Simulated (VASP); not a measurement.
Set up this calculation in VASP 6.6.1, as the native input.

```yaml
Task: electric field gradients
Functional: PBEsol
Potentials_or_basis: VASP PAW PBE potentials, release 64 (Ge_d)
Cutoff: 520 eV
k_mesh: 11 × 11 × 6
Occupations: fermi-dirac, width 0.05 eV
Spin: no spin polarisation
Dipole_correction: no
Further_INCAR_settings: ALGO = Normal; EDIFF = 1e-08; NBANDS = 36
```

The structure of Ge lies in POSCAR:

```
Ge
1.0
    4.0108669568      0.0000000000      0.0000000000
   -2.0054334784      3.4735126758      0.0000000000
    0.0000000000      0.0000000000      6.6213029548
Ge
4
Direct
    0.6666666667      0.3333333333      0.0629012500
    0.3333333333      0.6666666667      0.5629012500
    0.6666666667      0.3333333333      0.4370987500
    0.3333333333      0.6666666667      0.9370987500
```

This cell differs from its parent crystal: volume scaled by 1.01.

One way to write it, as run:

INCAR

```
PREC = Accurate
ENCUT = 520
EDIFF = 1E-8
ISMEAR = -1
SIGMA = 0.05
LREAL = F
LASPH = T
NELM = 100
ALGO = Normal
ISIF = 2
LWAVE = F
LCHARG = F
GGA = PS
LEFG = T
NBANDS = 36
```

KPOINTS

```
Automatic mesh
0
Gamma
  11 11 6
```

Potentials or basis: VASP PAW PBE potentials, release 64 (Ge_d).

Command:

```console
$ cat potpaw_PBE.64/Ge_d/POTCAR > POTCAR
$ mpirun -np 1 vasp_std > vasp.out
```

Results of the run:

- Pressure: -0.8 GPa
- Band gap on the k mesh: zero (filled and empty bands touch)

Caveat: without QUAD_EFG the Cq values of the log hold for a quadrupole moment of 1 mb, not for the nuclei; the PAW data sets were made with another functional, which shifts forces and pressure a little.

Wall time 2.5 min on 1 thread of Intel(R) Xeon(R) Platinum 8488C (Sapphire Rapids), on a shared host, peak memory 0.29 GiB.
